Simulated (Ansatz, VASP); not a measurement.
## Two plane-wave programs on LiMg12

```
Mg Li
1.0
     6.42000    0.00000    0.00000
    -4.81500    8.33982    0.00000
     0.00000    0.00000    5.21304
Mg Li
12 1
Direct
  0.03012 0.01194 0.01699
  0.18967 0.21459 0.49430
  0.90941 0.26434 0.89136
  0.19748 0.58376 0.61416
  0.00746 0.64086 0.07488
  0.15562 0.88548 0.52246
  0.46601 0.96806 0.00639
  0.68720 0.23848 0.41396
  0.50173 0.33368 0.96732
  0.66809 0.55823 0.51703
  0.59468 0.70546 0.01129
  0.68273 0.90975 0.51124
  0.22781 0.45130 0.19472
```

Alike in both runs: functional PBE; dispersion D3(BJ); k mesh 4 × 3 × 4; occupations gaussian, width 0.15 eV; no spin polarisation.

Ansatz relaxed the structure, and its values are those at the end. VASP's run is a single point on that final structure, the one shown.

|  | VASP | Ansatz |
| --- | --- | --- |
| version | VASP 6.6.1 | Ansatz 0.2.0 |
| potentials or method | VASP PAW PBE potentials, release 64 (Mg, Li_sv), cutoff 520 eV | scalar-relativistic, plane waves, PAW |
| valence electrons in the cell | 27 | 123 |

|  | VASP | Ansatz | Ansatz less VASP |
| --- | --- | --- | --- |
| rms of the force components (eV/Å) | 0.004 | 0.003 | -0.0005 |

VASP's potentials hold 27 valence electrons a cell and Ansatz's 123, so a difference there can come from the potentials and not from the codes.

Noted on VASP's run: the cutoff is under 1.25 times that of the potentials, so the pressure is a little rough.
